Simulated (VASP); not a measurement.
Runs of VASP 6.6.1 on NaH. The cell holds a slab with vacuum, 4 atoms: a = 3.451 Å, b = 3.451 Å, c = 18.440 Å, α = 90.00°, β = 90.00°, γ = 90.00°. 

```tsv
electric field (eV/Å)	gap on the mesh (eV)	largest force (eV/Å)
-0.1	2.96	0.10
-	(a)	0.07
0.1	2.96	0.10
-0.05	3.03	0.09
0.05	3.03	0.09
```

Alike in all rows: task single point; level PBE+D4; potentials or basis VASP PAW PBE potentials, release 64 (Na_pv, H); no spin polarisation; cell as given; k mesh 4 × 4 × 1; cutoff (eV) 520; smearing fermi-dirac 0.1 eV.

Task: Fill in the values left out.

Result: (a) 3.07.

Caveats: all runs use coarse meshes.

A k mesh can miss the band edges.
